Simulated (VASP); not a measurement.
# Si23O47 (a cell with a defect) in VASP: a series of runs

Runs on Si23O47 (a cell with a defect). Level: PBEsol. Tasks: single point.

Program: VASP 6.6.1. These are calculated values, not measurements. Logs are shortened: lines on timing, memory, paths and dates and some standing lists are left out, and cuts for length are marked.

## Step 1: The cell of the first run

The cell holds a defect, 70 atoms: a = 8.389 Å, b = 8.389 Å, c = 8.036 Å, α = 90.00°, β = 90.00°, γ = 90.00°.

## Step 2: Single point, PBEsol

INCAR reads:

```
PREC     = Accurate       # precision mode
ENCUT    = 520            # plane-wave cutoff, eV
EDIFF    = 1E-7           # SCF threshold, eV
ISMEAR   = -1             # smearing method
SIGMA    = 0.05           # smearing width, eV
LREAL    = Auto         
LASPH    = True           # aspherical terms in the spheres
NELM     = 60             # most SCF steps
ALGO     = Normal         # electronic algorithm
ISIF     = 2              # what is computed and relaxed
LWAVE    = False          # write WAVECAR
LCHARG   = False          # write CHGCAR
GGA      = PS             # functional
NBANDS   = 228            # bands
ISYM     = 0
```

KPOINTS reads:

```
Automatic mesh
0
Gamma
  1 1 1
  0.25 0.25 0.25
```

POSCAR reads:

```
Si23O47
1.0
    8.3886930000      0.0000000000      0.0000000000
    0.0000000000      8.3886930000      0.0000000000
    0.0000000000      0.0000000000      8.0356430000
Si O
23 47
Direct
    0.0050520000      0.0051700000      0.0002610000
    0.0108350000      0.0109430000      0.3335240000
    0.0053870000      0.0055060000      0.6665370000
    0.9994030000      0.4993600000      0.9995810000
    0.9983450000      0.5001420000      0.3331570000
    0.9985670000      0.4978510000      0.6671310000
    0.4992550000      0.9995230000      0.9995910000
    0.5000350000      0.9984600000      0.3331590000
    0.4977310000      0.9986830000      0.6671390000
    0.4990960000      0.4992530000      0.0091850000
    0.4989690000      0.4990850000      0.6550090000
    0.2550670000      0.2551860000      0.1700750000
    0.2555540000      0.2556560000      0.4954090000
    0.2511900000      0.2513080000      0.8333670000
    0.2549980000      0.7426430000      0.1671580000
    0.2562360000      0.7427910000      0.5002810000
    0.2515880000      0.7465940000      0.8333310000
    0.7425070000      0.2551140000      0.1671650000
    0.7427040000      0.2563360000      0.5002860000
    0.7464710000      0.2517050000      0.8333330000
    0.7583900000      0.7585080000      0.1486820000
    0.7586700000      0.7587920000      0.5174970000
    0.7496460000      0.7497740000      0.8328230000
    0.1549110000      0.1550220000      0.0025110000
    0.1529240000      0.1530360000      0.3332320000
    0.1549940000      0.1551210000      0.6640330000
    0.1469310000      0.6549000000      0.9989570000
    0.1503250000      0.6523420000      0.3331090000
    0.1468220000      0.6546240000      0.6676040000
    0.6547770000      0.1470580000      0.9989770000
    0.6522420000      0.1504270000      0.3330980000
    0.6545160000      0.1469090000      0.6676240000
    0.6560820000      0.6561790000      0.9987670000
    0.6557830000      0.6559150000      0.6660770000
    0.3471100000      0.3472140000      0.0003260000
    0.3444210000      0.3445370000      0.3318780000
    0.3467970000      0.3469420000      0.6663370000
    0.3441300000      0.8505160000      0.9990840000
    0.3460310000      0.8481170000      0.3336730000
    0.3431930000      0.8518270000      0.6685430000
    0.8504000000      0.3442470000      0.9990660000
    0.8480030000      0.3461310000      0.3336580000
    0.8517070000      0.3432880000      0.6685120000
    0.8513200000      0.8514320000      0.9932530000
    0.8217410000      0.8218520000      0.3331100000
    0.8513720000      0.8514760000      0.6731880000
    0.0943320000      0.4047520000      0.1664020000
    0.0949660000      0.4045960000      0.4998540000
    0.0977270000      0.4031470000      0.8336340000
    0.0932930000      0.9010170000      0.1692570000
    0.0931630000      0.9008950000      0.4976020000
    0.0998710000      0.9064070000      0.8335700000
    0.6084360000      0.4044800000      0.1545980000
    0.6040810000      0.3993670000      0.5111290000
    0.5973610000      0.4043540000      0.8330000000
    0.5969190000      0.8957410000      0.1665550000
    0.5965850000      0.8958560000      0.4998630000
    0.5959380000      0.9009770000      0.8331040000
    0.4046340000      0.0944420000      0.1664120000
    0.4044850000      0.0950940000      0.4998700000
    0.4030410000      0.0978520000      0.8336350000
    0.4043840000      0.6085380000      0.1545980000
    0.3992720000      0.6042430000      0.5111670000
    0.4042250000      0.5975010000      0.8330150000
    0.9009170000      0.0934150000      0.1692470000
    0.9007780000      0.0932610000      0.4975950000
    0.9062910000      0.0999800000      0.8335640000
    0.8956400000      0.5970220000      0.1665590000
    0.8957220000      0.5967020000      0.4998590000
    0.9008600000      0.5960500000      0.8330950000
```

Potentials or basis: VASP PAW PBE potentials, release 64 (Si, O).

On the command line:

```
> cat potpaw_PBE.64/Si/POTCAR potpaw_PBE.64/O/POTCAR > POTCAR
> mpirun -np 1 vasp_std > vasp.out
```

OUTCAR:

```text
PREC = Accurate
   ENCUT = 520
   EDIFF = 1E-7
   ISMEAR = -1
   LREAL = Auto
   LASPH = True
   NELM = 60
   ISIF = 2
   GGA = PS
   ISYM = 0

 ion  position               nearest neighbor table
   1  0.005  0.005  0.000-  67 1.76  52 1.76  65 1.78  50 1.78  24 1.78  44 1.82   2 2.68   3 2.68

   2  0.011  0.011  0.334-  25 1.69  66 1.75  51 1.75  50 1.75  65 1.75  45 2.24   3 2.68   1 2.68

   3  0.005  0.006  0.667-  67 1.77  52 1.77  26 1.78  66 1.78  51 1.78  46 1.83   2 2.68   1 2.68
[... 71 lines left out ...]
  57  0.597  0.896  0.500-  22 1.79   8 1.79   9 1.80
  58  0.596  0.901  0.833-   9 1.77   7 1.77  23 1.81
  59  0.405  0.094  0.166-   7 1.75   8 1.76  12 1.84
  60  0.404  0.095  0.500-   9 1.75   8 1.76  13 1.84
  61  0.403  0.098  0.834-   7 1.76   9 1.76  14 1.81
  62  0.404  0.609  0.155-  10 1.68  15 1.69
  63  0.399  0.604  0.511-  16 1.67  11 1.68
  64  0.404  0.598  0.833-  17 1.79  10 1.82  11 1.83
  65  0.901  0.093  0.169-   2 1.75   1 1.78  18 1.90
  66  0.901  0.093  0.498-   2 1.75   3 1.78  19 1.91
  67  0.906  0.100  0.834-   1 1.76   3 1.77  20 1.85
  68  0.896  0.597  0.167-  21 1.78   5 1.79   4 1.80
  69  0.896  0.597  0.500-  22 1.79   5 1.79   6 1.80
  70  0.901  0.596  0.833-   6 1.77   4 1.77  23 1.81

IMPORTANT INFORMATION: All symmetrisations will be switched off!
NOSYMM: (Re-)initialisation of all symmetry stuff for point group C_1.

----------------------------------------------------------------------------------------

                                     Primitive cell

  volume of cell :     565.4696

  direct lattice vectors                    reciprocal lattice vectors
     8.388693000  0.000000000  0.000000000     0.119208082  0.000000000  0.000000000
     0.000000000  8.388693000  0.000000000     0.000000000  0.119208082  0.000000000
     0.000000000  0.000000000  8.035643000     0.000000000  0.000000000  0.124445548

  length of vectors
     8.388693000  8.388693000  8.035643000     0.119208082  0.119208082  0.124445548

  position of ions in fractional coordinates (direct lattice)
     0.005052000  0.005170000  0.000261000
     0.010835000  0.010943000  0.333524000
     0.005387000  0.005506000  0.666537000
     0.999403000  0.499360000  0.999581000
     0.998345000  0.500142000  0.333157000
     0.998567000  0.497851000  0.667131000
[... 62 lines left out ...]
     0.895722000  0.596702000  0.499859000
     0.900860000  0.596050000  0.833095000

  ion indices of the primitive-cell ions
   primitive index   ion index
                 1           1
[... 123 lines left out ...]
   NSW    =      0    number of steps for IOM
   IBRION =     -1    ionic relax: 0-MD 1-quasi-New 2-CG
   NFREE  =      0    steps in history (QN), initial steepest desc. (CG)
   ISIF   =      2    stress and relaxation
   ISYM   =      0    0-nonsym 1-usesym 2-fastsym
   POTIM  = 0.5000    time-step for ionic-motion
   TEBEG  =    0.0;   TEEND  =   0.0 temperature during run
   PSTRESS=    0.0 pullay stress
   NELECT =     374.0000    total number of electrons
   NUPDOWN=      -1.0000    fix difference up-down
   EMIN   =  10.00;   EMAX   =-10.00  energy-range for DOS
   EFERMI =   0.00;   METHOD = LEGACY
   ISMEAR =    -1;   SIGMA  =   0.05  broadening in eV -4-tet -1-fermi 0-gaus
   EFERMI_NEDOS =   21; number of points for ismear=-14 and -15
   IALGO  =     38    algorithm
   IMIX   =      4    mixing-type and parameters
     AMIX     =   0.40;   BMIX     =  1.00
     AMIX_MAG =   1.60;   BMIX_MAG =  1.00
  volume/ion in A,a.u.               =       8.08        54.51
  Fermi-wavevector in a.u.,A,eV,Ry     =   1.426359  2.695428 27.681067  2.034501
  Thomas-Fermi vector in A             =   2.546645
   LORBIT       =      0    0 simple, 1 ext, 2 COOP (PROOUT), +10 PAW based schemes
   GGA     = PS    functional components
   LHFCALC =     F    Hartree Fock is set to
   AEXX    =    0.0000 exact exchange contribution
   IVDW    =     0    specifies the selected vdW correction
   LEPSILON=     F    determine dielectric tensor
   LRPA    =     F    only Hartree local field effects (RPA)
 non-spin polarized calculation
  energy-cutoff  :      520.00
  volume of cell :      565.47
 maximum number of plane-waves:     15222
 NGX is ok and might be reduce to    64
   NGX = 31   NGY = 31   NGZ = 29

 number of electron     373.9999897 magnetization

 Free energy of the ion-electron system (eV)
  ---------------------------------------------------
  ext. energy  EPLUGINS =         0.00000000
  ---------------------------------------------------
  free energy    TOTEN  =      -561.74144550 eV

  energy without entropy =     -561.63753253  energy(sigma->0) =     -561.68948902

 E-fermi :   7.2854     XC(G=0): -12.2597

 val. band max:        7.2175928889   @ k =   0.2500  -0.2500   0.2500
 cond. band min:       7.3341022606   @ k =  -0.2500   0.2500   0.2500
 fundamental gap:      0.1165093717
 Fermi energy:         7.2853963051

 k-point     1 :       0.2500    0.2500    0.2500
  band No.  band energies     occupation
      1     -14.8266      2.00000
      2     -14.2219      2.00000
      3     -14.1306      2.00000
      4     -14.0934      2.00000
      5     -13.5847      2.00000
      6     -13.4947      2.00000
[... 797 lines left out ...]
    198      15.0043      0.00000
    199      15.1719      0.00000
 [bands above 199 left out]

------------------------ aborting loop because EDIFF is reached ----------------------------------------

  FORCE on cell =-STRESS in cart. coord.  units (eV):
  Direction    XX          YY          ZZ          XY          YZ          ZX
  --------------------------------------------------------------------------------------
  -------------------------------------------------------------------------------------
  Total        4.9035418      4.9045831     14.2960849      8.6481101     -0.2420747     -0.2452267
  in kB       13.8934861     13.8964365     40.5059166     24.5031861     -0.6858841     -0.6948149
  external PRESSURE =      22.7652797 kB  Pullay stress =       0.0000000 kB

 VOLUME and BASIS-vectors are now :
 -----------------------------------------------------------------------------
  energy-cutoff  :      520.00
  volume of cell :      565.47
      direct lattice vectors                 reciprocal lattice vectors
     8.388693000  0.000000000  0.000000000     0.119208082  0.000000000  0.000000000
     0.000000000  8.388693000  0.000000000     0.000000000  0.119208082  0.000000000
     0.000000000  0.000000000  8.035643000     0.000000000  0.000000000  0.124445548

 POSITION                                       TOTAL-FORCE (eV/Angst)
 -----------------------------------------------------------------------------------
      0.04238      0.04337      0.00210        -0.017175     -0.017569     -0.036077
      0.09089      0.09180      2.68008        -0.073453     -0.073344      0.012851
      0.04519      0.04619      5.35605        -0.018942     -0.021812      0.024711
      8.38368      4.18898      8.03228        -0.092316     -0.078632     -0.051511
      8.37481      4.19554      2.67713        -0.013292     -0.002180      0.041767
      8.37667      4.17632      5.36083         0.120833      0.101200      0.003651
[... 62 lines left out ...]
      7.51394      5.00555      4.01669        -0.033665      0.000092      0.000695
      7.55704      5.00008      6.69445        -0.034103      0.007667      0.000206
 -----------------------------------------------------------------------------------
    total drift:                               -0.009537     -0.019198      0.004105

  FREE ENERGIE OF THE ION-ELECTRON SYSTEM (eV)
  ---------------------------------------------------
  free  energy   TOTEN  =      -561.7414455014 eV

  energy  without entropy=     -561.6375325296  energy(sigma->0) =     -561.68948902
```

Wall time 34 min (1 thread of AMD EPYC 7R43 (Zen 3), shared host); peak memory 0.65 GiB.

Results:

```
Free energy            : -561.7414 eV
Pressure               : 2.3 GPa
Largest force          : 0.333 eV/Å
Band gap on the k mesh : 0.12 eV
```

Forces in eV/Å, atoms in the order of the input:
```
Si  -0.017 -0.018 -0.036
Si  -0.073 -0.073  0.013
Si  -0.019 -0.022  0.025
Si  -0.092 -0.079 -0.052
Si  -0.013 -0.002  0.042
Si   0.121  0.101  0.004
Si  -0.082 -0.092 -0.053
Si  -0.003 -0.013  0.043
Si   0.101  0.121  0.004
Si   0.054  0.042  0.001
Si  -0.075 -0.076  0.192
Si  -0.054 -0.054 -0.088
Si  -0.027 -0.025  0.159
Si   0.003  0.003 -0.073
Si   0.008  0.148  0.005
Si  -0.303  0.112 -0.082
Si  -0.086  0.048  0.018
Si   0.154  0.007  0.002
Si   0.103 -0.300 -0.084
Si   0.047 -0.086  0.017
Si  -0.022 -0.025  0.011
Si   0.012  0.012 -0.060
Si   0.032  0.030  0.032
O   -0.005 -0.005  0.030
O    0.075  0.075 -0.022
O   -0.021 -0.022 -0.019
O    0.022 -0.031  0.049
O    0.005 -0.022  0.002
O   -0.005  0.027  0.036
O   -0.030  0.021  0.047
O   -0.023  0.005  0.005
O    0.029 -0.001  0.033
O   -0.048 -0.047  0.023
O   -0.106 -0.106 -0.026
O    0.040  0.041  0.017
O    0.074  0.075  0.099
O    0.021  0.020  0.000
O   -0.016  0.037 -0.032
O    0.006  0.002 -0.002
O    0.037 -0.132 -0.102
O    0.035 -0.017 -0.031
O    0.003  0.007  0.001
O   -0.133  0.040 -0.098
O    0.056  0.056 -0.031
O    0.043  0.044  0.005
O    0.032  0.033  0.029
O    0.089 -0.046  0.010
O    0.014 -0.011 -0.014
O    0.016 -0.003 -0.005
O    0.028 -0.037  0.001
O    0.047 -0.034 -0.016
O    0.052 -0.048 -0.005
O   -0.110 -0.092  0.023
O    0.079  0.242  0.009
O   -0.009  0.009 -0.038
O    0.016 -0.002  0.006
O    0.002 -0.036  0.000
O    0.009 -0.034  0.001
O   -0.044  0.088  0.010
O   -0.012  0.013 -0.015
O   -0.004  0.017 -0.004
O   -0.101 -0.101  0.028
O    0.246  0.073  0.005
O    0.012 -0.011 -0.040
O   -0.037  0.027  0.003
O   -0.034  0.047 -0.015
O   -0.048  0.053 -0.004
O   -0.004  0.019  0.006
O   -0.034  0.000  0.001
O   -0.034  0.008  0.000
```

Caveat: semilocal functionals underestimate gaps, and a narrow one can read as zero; the PAW data sets were made with another functional, which shifts forces and pressure a little.

## Step 3: Single point, PBEsol

INCAR reads:

```
PREC     = Accurate       # precision mode
ENCUT    = 520            # plane-wave cutoff, eV
EDIFF    = 1E-6           # SCF threshold, eV
ISMEAR   = -1             # smearing method
SIGMA    = 0.05           # smearing width, eV
LREAL    = Auto         
LASPH    = True           # aspherical terms in the spheres
NELM     = 120            # most SCF steps
ALGO     = Normal         # electronic algorithm
ISIF     = 2              # what is computed and relaxed
LWAVE    = False          # write WAVECAR
LCHARG   = False          # write CHGCAR
GGA      = PS             # functional
NBANDS   = 228            # bands
ISYM     = -1           
GGA_COMPAT= False
```

KPOINTS reads:

```
explicit points
1
Reciprocal
  0.25000000   0.25000000   0.25000000 1
```

POSCAR is that of step 2.

Potentials or basis: VASP PAW PBE potentials, release 64 (Si, O).

On the command line:

```
> cat potpaw_PBE.64/Si/POTCAR potpaw_PBE.64/O/POTCAR > POTCAR
> mpirun -np 1 vasp_std > vasp.out
```

It took 3.6 min on 1 thread of AMD EPYC 9R45 (Zen 5), shared host; peak memory 0.52 GiB.

It converged, with:

```yaml
Free_energy: -561.7885 eV
Pressure: 2.3 GPa
Largest_force: 0.287 eV/Å
```

Forces on the atoms (eV/Å):
```
Si  -0.013 -0.013 -0.008
Si  -0.041 -0.041 -0.003
Si  -0.016 -0.019  0.010
Si  -0.018 -0.018 -0.016
Si  -0.002 -0.004  0.003
Si   0.054  0.042  0.008
Si  -0.021 -0.018 -0.018
Si  -0.004 -0.001  0.004
Si   0.042  0.054  0.009
Si   0.022  0.012 -0.009
Si  -0.035 -0.038  0.175
Si  -0.043 -0.043 -0.065
Si  -0.026 -0.025  0.078
Si   0.007  0.007 -0.026
Si  -0.067  0.107  0.024
Si  -0.229  0.140 -0.100
Si  -0.070  0.031  0.034
Si   0.114 -0.070  0.023
Si   0.130 -0.224 -0.102
Si   0.029 -0.070  0.033
Si  -0.025 -0.028  0.016
Si  -0.004 -0.005 -0.033
Si   0.020  0.018  0.011
O   -0.013 -0.013  0.017
O    0.041  0.041 -0.005
O   -0.019 -0.020 -0.014
O    0.013 -0.015  0.018
O   -0.002 -0.020  0.011
O    0.003 -0.002  0.004
O   -0.015  0.011  0.015
O   -0.021 -0.002  0.014
O   -0.001  0.008  0.001
O   -0.063 -0.062  0.003
O   -0.084 -0.084 -0.008
O    0.041  0.042  0.001
O    0.069  0.070  0.060
O    0.022  0.020  0.007
O    0.004  0.001 -0.009
O    0.008  0.006  0.006
O    0.014 -0.084 -0.062
O   -0.001  0.004 -0.007
O    0.007  0.009  0.008
O   -0.084  0.017 -0.057
O    0.055  0.055 -0.039
O    0.043  0.043  0.014
O    0.041  0.042  0.027
O    0.048 -0.033  0.006
O    0.033 -0.013  0.003
O    0.010 -0.010 -0.005
O    0.026 -0.034 -0.002
O    0.033 -0.036  0.001
O    0.039 -0.033 -0.007
O   -0.041  0.020  0.013
O    0.013  0.146  0.007
O   -0.004  0.007 -0.041
O    0.012 -0.017  0.006
O    0.011 -0.031 -0.001
O    0.013 -0.020 -0.004
O   -0.031  0.047  0.006
O   -0.014  0.033  0.001
O   -0.011  0.010 -0.003
O    0.011 -0.033  0.018
O    0.151  0.007  0.003
O    0.010 -0.006 -0.042
O   -0.034  0.025  0.001
O   -0.037  0.034  0.002
O   -0.034  0.040 -0.006
O   -0.019  0.015  0.005
O   -0.028  0.009 -0.001
O   -0.020  0.012 -0.005
```

Stress tensor (GPa, compression positive):
```
1.38 2.41 0.27
2.41 1.38 0.26
0.27 0.26 4.05
```

Levels at points of the mesh, in eV from the Fermi level:
| k point | band 184 | band 185 | band 186 | band 187 | band 188 | band 189 | band 190 | band 191 |
| --- | --- | --- | --- | --- | --- | --- | --- | --- |
| (0.25, 0.25, 0.25) | -0.43 | -0.28 | -0.25 | -0.08 | 0.08 | 3.88 | 5.74 | 6.42 |

Caveat: the PAW data sets were made with another functional, which shifts forces and pressure a little.

(Part 1 of 2 ends here.)
